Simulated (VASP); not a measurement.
A run of VASP 6.6.1 is set up as follows.

The input INCAR:

```
SYSTEM = CdH2O2
  PREC = Accurate
  ENCUT = 520
  EDIFF = 1E-6
  ISMEAR = 0
  SIGMA = 0.05
  LREAL = .FALSE.
  LASPH = .TRUE.
  NELM = 80
  ALGO = Normal
  ISIF = 2
  LWAVE = .FALSE.
  LCHARG = .FALSE.
  GGA = PS
  NBANDS = 21
```

The input KPOINTS:

```
Automatic mesh
0
G
  9 9 6
  0 0 0
```

POSCAR

```
CdH2O2
1.0
    3.5682588542      0.0000000000      0.0000000000
   -1.7841294271      3.0902028150      0.0000000000
    0.0000000000      0.0000000000      4.6429792900
Cd H O
1 2 2
Direct
    0.0000000000      0.0000000000      0.0000000000
    0.6666666667      0.3333333333      0.5509607200
    0.3333333333      0.6666666667      0.4490392800
    0.6666666667      0.3333333333      0.7593720000
    0.3333333333      0.6666666667      0.2406280000
```

Potentials or basis: VASP PAW PBE potentials, release 64 (Cd, H, O).

Run with:

```console
$ cat potpaw_PBE.64/Cd/POTCAR potpaw_PBE.64/H/POTCAR potpaw_PBE.64/O/POTCAR > POTCAR
$ mpirun -np 1 vasp_std > vasp.out
```

**Question.** What does it give for the pressure?

**Answer.** -2.3 GPa.

**Question.** What does it give for the band gap on the k mesh?

**Answer.** 1.54 eV (least direct gap 1.90 eV).

**Question.** Predict the largest force.

**Answer.** 0.897 eV/Å.

Forces on the atoms (eV/Å):
```
Cd   0.000  0.000  0.000
H    0.000  0.000 -0.627
H    0.000  0.000  0.627
O    0.000  0.000  0.897
O    0.000  0.000 -0.897
```

Caveat: the cell differs from its parent crystal (strain +0.015 along x and y, +0.000 along z); the stress differs along the axes, from -4 to 1 GPa; the PAW data sets were made with another functional, which shifts forces and pressure a little. A k mesh can miss the band edges.
